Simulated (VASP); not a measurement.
Pt:

```
Pt
1.0
     2.76067    0.00000    0.00000
    -1.38033    2.39081    0.00000
     0.00000    0.00000    4.79213
Pt
2
Direct
  0.66667 0.33333 0.75000
  0.33333 0.66667 0.25000
```

* Program: VASP 6.6.1
* Task: relaxation of volume and atoms at fixed shape
* Functional: PBEsol
* Potentials or basis: VASP PAW PBE potentials, release 64 (Pt)
* Cutoff: 600 eV
* k mesh: 11 × 11 × 6
* Occupations: methfessel-paxton, width 0.1 eV
* Spin: no spin polarisation

At the start: pressure -11.1 GPa; volume 15.81 Å³/atom.

How do energy, volume and symmetry change on relaxing?

Over 4 steps the energy falls by 24.7 meV/atom and the volume is 15.14 Å³/atom (-4.3 %); space group P6_3/mmc (No. 194, to 0.05 Å).

The path:
```csv
step,energy change (eV),largest force (eV/Å),pressure (GPa),volume (Å³)
1,0.0000,0.0000,-11.08,31.63
2,0.3830,0.0000,46.36,26.88
3,-0.0492,0.0000,-0.57,30.33
4,-0.0493,0.0000,-0.09,30.28
```

Final structure:
```cif
data_structure
_symmetry_space_group_name_H-M 'P 1'
_symmetry_Int_Tables_number 1
_cell_length_a 2.7208
_cell_length_b 2.7208
_cell_length_c 4.7230
_cell_angle_alpha 90.000
_cell_angle_beta 90.000
_cell_angle_gamma 120.000
_cell_volume 30.28
loop_
_atom_site_label
_atom_site_type_symbol
_atom_site_fract_x
_atom_site_fract_y
_atom_site_fract_z
_atom_site_occupancy
Pt1 Pt 0.66667 0.33333 0.75000 1
Pt2 Pt 0.33333 0.66667 0.25000 1
```

Caveat: the PAW data sets were made with another functional, which shifts forces and pressure a little.
